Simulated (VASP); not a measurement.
A run of VASP 6.6.1 is set up as follows.

File INCAR:

```
PREC = Accurate ; ENCUT = 500
EDIFF = 1E-6 ; ISMEAR = -1
SIGMA = 0.1 ; LREAL = False
LASPH = True ; NELM = 120
ALGO = Normal ; ISIF = 2
LWAVE = False ; LCHARG = True
GGA = PE ; LELF = True
LVHAR = True ; NBANDS = 10
GGA_COMPAT = False
```

The input KPOINTS:

```
Automatic mesh
0
Gamma
  14 14 14
```

The input POSCAR:

```
Na
1.0
    2.6397816990      0.0000000000      0.0000000000
    0.0000000000      2.6397816990      0.0000000000
    0.0000000000      0.0000000000      2.6397816990
Na
1
Direct
    0.0000000000      0.0000000000      0.0000000000
```

Potentials or basis: VASP PAW PBE potentials, release 64 (Na_pv).

Command:

```sh
$ cat potpaw_PBE.64/Na_pv/POTCAR > POTCAR
$ mpirun -np 1 vasp_std > vasp.out
```

Problem. Estimate the pressure.

Solution. 19.8 GPa.
